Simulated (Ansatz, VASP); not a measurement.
## Ga in VASP and in Ansatz

```
Ga
1.0
     2.22870   -3.73704    0.00000
     2.22870    3.73704    0.00000
     0.00000    0.00000    4.41408
Ga
4
Direct
  0.65608 0.34392 0.41454
  0.84392 0.15608 0.91454
  0.34392 0.65608 0.58546
  0.15608 0.84392 0.08546
```

Alike in both runs: task relaxation of cell and atoms; functional LDA; k mesh 10 × 10 × 8; occupations fermi-dirac, width 0.15 eV; no spin polarisation.

```csv
,VASP,Ansatz
version,VASP 6.6.1,Ansatz 0.2.0
potentials or method,"VASP PAW LDA potentials, release 64 (Ga_d), cutoff 600 eV","scalar-relativistic, plane waves, PAW"
valence electrons in the cell,52,52
```

```tsv
	VASP	Ansatz	Ansatz less VASP
gap on the k mesh at the Fermi level, each at its own relaxed structure (eV)	none	none	-
relaxed volume (Å³/atom)	18.44	18.40	-0.043
relaxed length of the cell vector where the two differ most in proportion (Å)	4.354	4.349	-0.0044
```

Ansatz warns that its potentials were made for another functional, while VASP's fit it. LDA's correlation is that of Perdew and Zunger in VASP and of Perdew and Wang (1992) in Ansatz. A gap of «none» marks a metal or a gap that the smearing closes.
